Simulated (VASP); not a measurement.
Write the native input for VASP 6.6.1 that does the following.

* Task: single point
* Functional: LDA
* Potentials or basis: VASP PAW LDA potentials, release 64 (Li_sv, H)
* Cutoff: 520 eV
* k mesh: 10 × 10 × 10
* Occupations: gaussian, width 0.01 eV
* Spin: no spin polarisation
* Dipole correction: no
* Further INCAR settings: ALGO = Normal; EDIFF = 1e-07; NBANDS = 9

The structure of LiH lies in POSCAR:

```
LiH
1.0
    0.0000000000      2.1451220264      2.1451220264
    2.1451220264      0.0000000000      2.1451220264
    2.1451220264      2.1451220264      0.0000000000
Li H
1 1
Direct
    0.0000000000      0.0000000000      0.0000000000
    0.2500000000      0.2500000000      0.2500000000
```

These files were run (other wordings do the same):

INCAR

```
SYSTEM = LiH
  PREC = Accurate
  ENCUT = 520
  EDIFF = 1E-7
  ISMEAR = 0
  SIGMA = 0.01
  LREAL = .FALSE.
  LASPH = .TRUE.
  NELM = 60
  ALGO = Normal
  ISIF = 2
  LWAVE = .FALSE.
  LCHARG = .FALSE.
  GGA = CA
  NBANDS = 9
```

KPOINTS

```
Automatic mesh
0
G
  10 10 10
  0 0 0
```

Potentials or basis: VASP PAW LDA potentials, release 64 (Li_sv, H).

The run is started by

```sh
$ cat potpaw_LDA.64/Li_sv/POTCAR potpaw_LDA.64/H/POTCAR > POTCAR
$ mpirun -np 1 vasp_std > vasp.out
```

It gave:

* Band gap on the k mesh: 3.98 eV, indirect (least direct gap 5.02 eV)

Run time: 4.5 s on 1 thread of Intel(R) Xeon(R) Platinum 8488C (Sapphire Rapids) (shared host), peak memory 0.12 GiB.
